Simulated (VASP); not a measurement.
TeW:

```xyz
2
Lattice="0.0000 2.9124 2.9124 2.9124 0.0000 2.9124 2.9124 2.9124 0.0000" Properties=species:S:1:pos:R:3 pbc="T T T"
W     0.0000    0.0000    0.0000
Te    1.4562    1.4562    1.4562
```

* Program: VASP 6.6.1
* Task: relaxation of cell and atoms
* Functional: PBEsol
* Potentials or basis: VASP PAW PBE potentials, release 64 (W_sv, Te)
* Cutoff: 600 eV
* k mesh: 6 × 6 × 6
* Occupations: gaussian, width 0.1 eV
* Spin: collinear spin
* Starting moments: [0.75, 0.0] μB

At the start: pressure 14.5 GPa; volume 24.70 Å³/atom.

Task: Where does the relaxation end?

Result: Over 4 steps the energy falls by 94.1 meV/atom and the volume is 27.43 Å³/atom (+11.0 %); space group F-43m (No. 216, to 0.1 Å) before and after; moment 0.01 μB per cell.

Step by step:
```tsv
step	energy change (eV)	largest force (eV/Å)	pressure (GPa)	volume (Å³)
1	0.0000	0.0000	14.53	49.41
2	0.4443	0.0000	-13.42	67.22
3	-0.1880	0.0000	-0.37	55.02
4	-0.1882	0.0000	-0.07	54.86
```

Final structure:
```
W Te
1.0
     0.00000    3.01578    3.01578
     3.01578    0.00000    3.01578
     3.01578    3.01578    0.00000
W Te
1 1
Cartesian
  0.0000 0.0000 0.0000
  1.5079 1.5079 1.5079
```

Caveat: the PAW data sets were made with another functional, which shifts forces and pressure a little.
